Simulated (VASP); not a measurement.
Crystal: BaTe.

```xyz
2
Lattice="0.0000 3.4100 3.4100 3.4100 0.0000 3.4100 3.4100 3.4100 0.0000" Properties=species:S:1:pos:R:3 pbc="T T T"
Ba    0.0000    0.0000    0.0000
Te    3.4100    3.4100    3.4100
```

Program: VASP 6.6.1. Alike in all runs: task single point; potentials or basis VASP PAW PBE potentials, release 64 (Ba_sv, Te); no spin polarisation; cell as given; cutoff (eV) 520.

Order these runs on this cell by their band gap on the k mesh, lowest first.
A. level r2SCAN; k mesh 7 × 7 × 7; smearing fermi-dirac 0.05 eV
B. level PBEsol; k mesh 6 × 6 × 6; smearing fermi-dirac 0.05 eV
C. level PBE-based screened hybrid; k mesh 4 × 4 × 4; smearing fermi-dirac 0.05 eV; grid for exact exchange (PRECFOCK) Normal; share of exact exchange 0.25; screening parameter 0.2 1/Å
D. level RPBE; k mesh 7 × 7 × 7; smearing gaussian 0.1 eV

B (1.24 eV), D (1.49 eV), A (1.74 eV), C (2.05 eV).

Caveats: spin-orbit coupling is left out, which moves the levels of the heavy elements.

A k mesh can miss the band edges, odd and even meshes differently.
